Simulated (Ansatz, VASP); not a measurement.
**Two plane-wave programs on Ru**

```
CELL_PARAMETERS angstrom
2.67298 0.00000 0.00000
-1.33649 2.31487 0.00000
0.00000 0.00000 4.22815
ATOMIC_POSITIONS crystal
Ru 0.33333 0.66667 0.25000
Ru 0.66667 0.33333 0.75000
```

Alike in both runs: functional LDA; k mesh 9 × 9 × 6; occupations gaussian, width 0.1 eV; no spin polarisation.

Ansatz relaxed the structure, and its values are those at the end. VASP's run is a single point on that final structure, the one shown.

|  | VASP | Ansatz |
| --- | --- | --- |
| version | VASP 6.6.1 | Ansatz 0.2.0 |
| potentials or method | VASP PAW LDA potentials, release 64 (Ru_pv), cutoff 520 eV | scalar-relativistic, plane waves, PAW |
| valence electrons in the cell | 28 | 32 |

Ansatz gave:

- gap on the k mesh at the Fermi level (eV): none
- pressure (GPa): 0.0

**Question.** Estimate VASP's values.

**Answer.** gap on the k mesh at the Fermi level (eV): none; pressure (GPa): 0.9.

Ansatz warns that its potentials were made for another functional, while VASP's fit it. LDA's correlation is that of Perdew and Zunger in VASP and of Perdew and Wang (1992) in Ansatz. A gap of «none» marks a metal or a gap that the smearing closes. VASP's potentials hold 28 valence electrons a cell and Ansatz's 32, so a difference there can come from the potentials and not from the codes.
